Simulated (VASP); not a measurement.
# Al (Fm-3m) in VASP: further runs

Runs on Al. Level: PBEsol. Tasks: single point.

All numbers are computed with VASP 6.6.1; they aren't measurements. Logs are shortened: lines on timing, memory, paths and dates and some standing lists are left out, and cuts for length are marked.

**1. The cell of the first run**

It takes space group Fm-3m (No. 225, cubic). Conventional cell: a = 4.033 Å, b = 4.033 Å, c = 4.033 Å, α = 90.00°, β = 90.00°, γ = 90.00°. Within 3.8 Å of Al (site symmetry m-3m) lie 12 Al at 2.85 Å.

**2. Single point, PBEsol**

INCAR

```
PREC = Accurate ; ENCUT = 520
EDIFF = 1E-6 ; ISMEAR = 0
SIGMA = 0.05 ; LREAL = F
LASPH = T ; NELM = 80
ALGO = Normal ; ISIF = 2
LWAVE = F ; LCHARG = F
GGA = PS ; NBANDS = 8
```

KPOINTS

```
regular mesh
0
Gamma
  18 18 18
```

POSCAR

```
Al
1.0
    0.0000000000      2.0163078406      2.0163078406
    2.0163078406      0.0000000000      2.0163078406
    2.0163078406      2.0163078406      0.0000000000
Al
1
Direct
    0.0000000000      0.0000000000      0.0000000000
```

Potentials or basis: VASP PAW PBE potentials, release 64 (Al).

Run with:

```
$ cat potpaw_PBE.64/Al/POTCAR > POTCAR
$ mpirun -np 1 vasp_std > vasp.out
```

OUTCAR:

```text
PREC = Accurate
   ENCUT = 520
   EDIFF = 1E-6
   ISMEAR = 0
   LREAL = F
   LASPH = T
   NELM = 80
   ISIF = 2
   GGA = PS

 ion  position               nearest neighbor table
   1  0.000  0.000  0.000-

  LATTYP: Found a face centered cubic cell.
 ALAT       =     4.0326156812

  Lattice vectors:

 A1 = (   0.0000000000,   2.0163078406,   2.0163078406)
 A2 = (   2.0163078406,   0.0000000000,   2.0163078406)
 A3 = (   2.0163078406,   2.0163078406,   0.0000000000)

Analysis of symmetry for initial positions (statically):
=====================================================================
 Subroutine PRICEL returns:
 Original cell was already a primitive cell.

 Routine SETGRP: Setting up the symmetry group for a
 face centered cubic supercell.

 Subroutine GETGRP returns: Found 48 space group operations
 (whereof 48 operations were pure point group operations)
 out of a pool of 48 trial point group operations.

The static configuration has the point symmetry O_h .

Analysis of symmetry for dynamics (positions and initial velocities):
=====================================================================
 Subroutine PRICEL returns:
 Original cell was already a primitive cell.

 Routine SETGRP: Setting up the symmetry group for a
 face centered cubic supercell.

 Subroutine GETGRP returns: Found 48 space group operations
 (whereof 48 operations were pure point group operations)
 out of a pool of 48 trial point group operations.

The dynamic configuration has the point symmetry O_h .

 Subroutine INISYM returns: Found 48 space group operations
 (whereof 48 operations are pure point group operations),
 and found     1 'primitive' translations

----------------------------------------------------------------------------------------

                                     Primitive cell

  volume of cell :      16.3946

  direct lattice vectors                    reciprocal lattice vectors
     0.000000000  2.016307841  2.016307841    -0.247978007  0.247978007  0.247978007
     2.016307841  0.000000000  2.016307841     0.247978007 -0.247978007  0.247978007
     2.016307841  2.016307841  0.000000000     0.247978007  0.247978007 -0.247978007

  length of vectors
     2.851489894  2.851489894  2.851489894     0.429510507  0.429510507  0.429510507

  position of ions in fractional coordinates (direct lattice)
     0.000000000  0.000000000  0.000000000

  ion indices of the primitive-cell ions
   primitive index   ion index
                 1           1

----------------------------------------------------------------------------------------

 KPOINTS: regular mesh

Automatic generation of k-mesh.
 Grid dimensions read from file:
 generate k-points for:   18   18   18

 Generating k-lattice:

  Cartesian coordinates                     Fractional coordinates (reciprocal lattice)
    -0.013776556  0.013776556  0.013776556     0.055555556  0.000000000  0.000000000
     0.013776556 -0.013776556  0.013776556     0.000000000  0.055555556  0.000000000
     0.013776556  0.013776556 -0.013776556     0.000000000  0.000000000  0.055555556

  Length of vectors
     0.023861695  0.023861695  0.023861695

  Shift w.r.t. Gamma in fractional coordinates (k-lattice)
     0.000000000  0.000000000  0.000000000

 Subroutine IBZKPT returns following result:
 ===========================================

 Found    195 irreducible k-points:

 Following reciprocal coordinates:
            Coordinates               Weight
  0.000000  0.000000  0.000000      1.000000
  0.055556  0.000000  0.000000      8.000000
  0.111111  0.000000  0.000000      8.000000
  0.166667  0.000000  0.000000      8.000000
  0.222222  0.000000  0.000000      8.000000
  0.277778  0.000000  0.000000      8.000000
[... 16 lines left out ...]
 -0.277778  0.055556  0.000000     24.000000
 -0.222222  0.055556  0.000000     24.000000
 [... further k-points ...]
   k-points           NKPTS =    195   k-points in BZ     NKDIM =    195   number of bands    NBANDS=      8
   number of dos      NEDOS =    301   number of ions     NIONS =      1
   total plane-waves  NPLWV =  13824
   dimension x,y,z NGX =    24 NGY =   24 NGZ =   24
   dimension x,y,z NGXF=    48 NGYF=   48 NGZF=   48
   ions per type =               1
   NGX,Y,Z   is equivalent  to a cutoff of  13.99, 13.99, 13.99 a.u.
   NGXF,Y,Z  is equivalent  to a cutoff of  27.98, 27.98, 27.98 a.u.
 SYSTEM =  unknown system
   PREC   = accura    normal or accurate (medium, high low for compatibility)
   ISTART =      0    job   : 0-new  1-cont  2-samecut
   ICHARG =      2    charge: 1-file 2-atom 10-const
   ISPIN  =      1    spin polarized calculation?
   LNONCOLLINEAR =      F non collinear calculations
   LSORBIT =      F    spin-orbit coupling
   LASPH  =      T    aspherical Exc in radial PAW
   ENCUT  =  520.0 eV  38.22 Ry    6.18 a.u.   5.30  5.30  5.30*2*pi/ulx,y,z
   NELM   =     80;   NELMIN=  2; NELMDL= -5     # of ELM steps
   EDIFF  = 0.1E-05   stopping-criterion for ELM
   LREAL  =      F    real-space projection
   EDIFFG = 0.1E-04   stopping-criterion for IOM
   NSW    =      0    number of steps for IOM
   IBRION =     -1    ionic relax: 0-MD 1-quasi-New 2-CG
   NFREE  =      0    steps in history (QN), initial steepest desc. (CG)
   ISIF   =      2    stress and relaxation
   ISYM   =      2    0-nonsym 1-usesym 2-fastsym
   POTIM  = 0.5000    time-step for ionic-motion
   TEBEG  =    0.0;   TEEND  =   0.0 temperature during run
   PSTRESS=    0.0 pullay stress
   NELECT =       3.0000    total number of electrons
   NUPDOWN=      -1.0000    fix difference up-down
   EMIN   =  10.00;   EMAX   =-10.00  energy-range for DOS
   EFERMI =   0.00;   METHOD = LEGACY
   ISMEAR =     0;   SIGMA  =   0.05  broadening in eV -4-tet -1-fermi 0-gaus
   EFERMI_NEDOS =   21; number of points for ismear=-14 and -15
   IALGO  =     38    algorithm
   IMIX   =      4    mixing-type and parameters
     AMIX     =   0.40;   BMIX     =  1.00
     AMIX_MAG =   1.60;   BMIX_MAG =  1.00
  volume/ion in A,a.u.               =      16.39       110.64
  Fermi-wavevector in a.u.,A,eV,Ry     =   0.929427  1.756362 11.753171  0.863834
  Thomas-Fermi vector in A             =   2.055708
   LORBIT       =      0    0 simple, 1 ext, 2 COOP (PROOUT), +10 PAW based schemes
   GGA     = PS    functional components
   LHFCALC =     F    Hartree Fock is set to
   AEXX    =    0.0000 exact exchange contribution
   IVDW    =     0    specifies the selected vdW correction
   LEPSILON=     F    determine dielectric tensor
   LRPA    =     F    only Hartree local field effects (RPA)
 non-spin polarized calculation
 Gauss-broadening in eV      SIGMA  =   0.05
  energy-cutoff  :      520.00
  volume of cell :       16.39
 maximum number of plane-waves:       459
 NGX is ok and might be reduce to    24
   NGX = 11   NGY = 11   NGZ = 11

 number of electron       3.0000000 magnetization

 Free energy of the ion-electron system (eV)
  ---------------------------------------------------
  ext. energy  EPLUGINS =         0.00000000
  ---------------------------------------------------
  free energy    TOTEN  =        -4.08877855 eV

  energy without entropy =       -4.08765459  energy(sigma->0) =       -4.08821657

 E-fermi :   8.0044     XC(G=0): -10.2802

 val. band max:        7.9982751021   @ k =  -0.3889   0.3889   0.0556
 cond. band min:       8.0190638270   @ k =  -0.4444   0.3333   0.1111
 fundamental gap:      0.0207887248
 Fermi energy:         8.0043979239

 k-point     1 :       0.0000    0.0000    0.0000
  band No.  band energies     occupation
      1      -3.1574      2.00000
      2      20.6472      0.00000
      3      20.6472      0.00000
      4      20.6472      0.00000
      5      22.1873      0.00000
      6      22.1873      0.00000
      7      22.1873      0.00000
      8      24.5474      0.00000

 k-point     2 :       0.0556    0.0000    0.0000
  band No.  band energies     occupation
      1      -3.0731      2.00000
      2      19.1391      0.00000
      3      20.3423      0.00000
      4      20.3423      0.00000
      5      22.6235      0.00000
      6      22.6235      0.00000
      7      22.7560      0.00000
      8      25.4277      0.00000

 k-point     3 :       0.1111    0.0000    0.0000
  band No.  band energies     occupation
      1      -2.8207      2.00000
      2      16.9148      0.00000
      3      19.8358      0.00000
      4      19.8358      0.00000
      5      22.8203      0.00000
      6      23.4942      0.00000
      7      23.4942      0.00000
      8      25.9559      0.00000

 k-point     4 :       0.1667    0.0000    0.0000
  band No.  band energies     occupation
      1      -2.4010      2.00000
      2      14.6734      0.00000
      3      19.3924      0.00000
      4      19.3924      0.00000
      5      22.6574      0.00000
      6      24.0956      0.00000
      7      24.0956      0.00000
      8      25.3133      0.00000

 k-point     5 :       0.2222    0.0000    0.0000
  band No.  band energies     occupation
      1      -1.8155      2.00000
      2      12.5074      0.00000
      3      19.0662      0.00000
      4      19.0662      0.00000
      5      22.4859      0.00000
      6      23.3108      0.00000
      7      23.3108      0.00000
      8      26.2635      0.00000

 k-point     6 :       0.2778    0.0000    0.0000
  band No.  band energies     occupation
      1      -1.0664      2.00000
      2      10.4483      0.00000
      3      18.8715      0.00000
      4      18.8715      0.00000
      5      22.3153      0.00000
      6      22.3153      0.00000
      7      22.3861      0.00000
      8      26.3457      0.00000

 k-point     7 :       0.3333    0.0000    0.0000
  band No.  band energies     occupation
      1      -0.1561      2.00000
      2       8.5118      0.00000
      3      18.8136      0.00000
      4      18.8136      0.00000
      5      21.4092      0.00000
      6      21.4092      0.00000
      7      22.3982      0.00000
      8      25.4111      0.00000

 k-point     8 :       0.3889    0.0000    0.0000
  band No.  band energies     occupation
      1       0.9122      2.00000
      2       6.7074      2.00000
      3      18.8951      0.00000
      4      18.8951      0.00000
      5      20.6288      0.00000
      6      20.6288      0.00000
      7      22.5430      0.00000
      8      24.5758      0.00000

 k-point     9 :       0.4444    0.0000    0.0000
  band No.  band energies     occupation
      1       2.1341      2.00000
      2       5.0429      2.00000
      3      19.1171      0.00000
      4      19.1171      0.00000
      5      19.9846      0.00000
      6      19.9846      0.00000
      7      22.8286      0.00000
      8      23.8644      0.00000

 k-point    10 :       0.5000    0.0000    0.0000
  band No.  band energies     occupation
      1       3.3969      2.00000
      2       3.6324      2.00000
      3      19.4796      0.00000
      4      19.4796      0.00000
      5      19.4809      0.00000
      6      19.4809      0.00000
      7      23.1774      0.00000
      8      23.3720      0.00000
[... 78 lines left out ...]
 k-point    18 :       0.4444    0.0556    0.0000
  band No.  band energies     occupation
      1       1.7823      2.00000
      2       5.6516      2.00000
      3      17.9326      0.00000
      4      18.5233      0.00000
      5      19.3509      0.00000
      6      21.4047      0.00000
      7      23.6691      0.00000
      8      24.6781      0.00000

 k-point    19 :       0.5000    0.0556    0.0000
  band No.  band energies     occupation
      1       3.0963      2.00000
      2       4.0918      2.00000
      3      17.9634      0.00000
      4      18.2484      0.00000
      5      19.6794      0.00000
      6      20.8568      0.00000
      7      24.0033      0.00000
      8      24.1060      0.00000

 k-point    20 :      -0.4444    0.0556    0.0000
  band No.  band energies     occupation
      1       2.6452      2.00000
      2       4.5920      2.00000
      3      17.5461      0.00000
      4      18.7066      0.00000
      5      20.1523      0.00000
      6      20.4478      0.00000
      7      23.5872      0.00000
      8      24.5582      0.00000

 k-point    21 :      -0.3889    0.0556    0.0000
  band No.  band energies     occupation
      1       1.3752      2.00000
      2       6.2058      2.00000
      3      17.2736      0.00000
      4      19.3057      0.00000
      5      20.1799      0.00000
      6      20.7661      0.00000
      7      23.2553      0.00000
      8      25.1990      0.00000

 k-point    22 :      -0.3333    0.0556    0.0000
  band No.  band energies     occupation
      1       0.2557      2.00000
      2       7.9623      1.76679
      3      17.1463      0.00000
      4      19.9820      0.00000
      5      20.1142      0.00000
      6      21.5146      0.00000
      7      23.0648      0.00000
      8      25.9505      0.00000

 k-point    23 :      -0.2778    0.0556    0.0000
  band No.  band energies     occupation
      1      -0.7071      2.00000
      2       9.8522      0.00000
      3      17.1639      0.00000
      4      20.0435      0.00000
      5      20.9354      0.00000
      6      22.3798      0.00000
      7      23.0173      0.00000
      8      26.7415      0.00000

 k-point    24 :      -0.2222    0.0556    0.0000
  band No.  band energies     occupation
      1      -1.5099      2.00000
      2      11.8657      0.00000
      3      17.3261      0.00000
      4      20.1830      0.00000
      5      21.9285      0.00000
      6      22.9999      0.00000
      7      23.4360      0.00000
      8      25.6359      0.00000

 [... further k-points ...]
[... 5 lines left out ...]
  --------------------------------------------------------------------------------------
  -------------------------------------------------------------------------------------
  Total       -0.0971935     -0.0971935     -0.0971935      0.0000000     -0.0000000      0.0000000
  in kB       -9.4983280     -9.4983280     -9.4983280      0.0000000     -0.0000000      0.0000000
  external PRESSURE =      -9.4983280 kB  Pullay stress =       0.0000000 kB

 VOLUME and BASIS-vectors are now :
 -----------------------------------------------------------------------------
  energy-cutoff  :      520.00
  volume of cell :       16.39
      direct lattice vectors                 reciprocal lattice vectors
     0.000000000  2.016307841  2.016307841    -0.247978007  0.247978007  0.247978007
     2.016307841  0.000000000  2.016307841     0.247978007 -0.247978007  0.247978007
     2.016307841  2.016307841  0.000000000     0.247978007  0.247978007 -0.247978007

 POSITION                                       TOTAL-FORCE (eV/Angst)
 -----------------------------------------------------------------------------------
      0.00000      0.00000      0.00000         0.000000      0.000000      0.000000
 -----------------------------------------------------------------------------------
    total drift:                                0.000000     -0.000000     -0.000000

  FREE ENERGIE OF THE ION-ELECTRON SYSTEM (eV)
  ---------------------------------------------------
  free  energy   TOTEN  =        -4.0887785489 eV

  energy  without entropy=       -4.0876545904  energy(sigma->0) =       -4.08821657
```

Wall time 6.4 s (1 thread of Intel Xeon 6975P-C (Granite Rapids), shared host); peak memory 0.14 GiB.

What came out:

| Quantity | Value |
| --- | --- |
| Free energy | -4.0888 eV |
| Pressure | -0.9 GPa |

Levels at points of the mesh, in eV from the Fermi level:
```
           k point  band 1  band 2  band 3  band 4  band 5
(0.00, 0.00, 0.00)  -11.16   12.64   12.64   12.64   14.18
(0.50, 0.00, 0.00)   -4.61   -4.37   11.48   11.48   11.48
(0.50, 0.50, 0.00)   -2.92   -1.60    5.27    5.63    5.63
```

Caveat: the PAW data sets were made with another functional, which shifts forces and pressure a little.

(Part 1 of 2 ends here.)
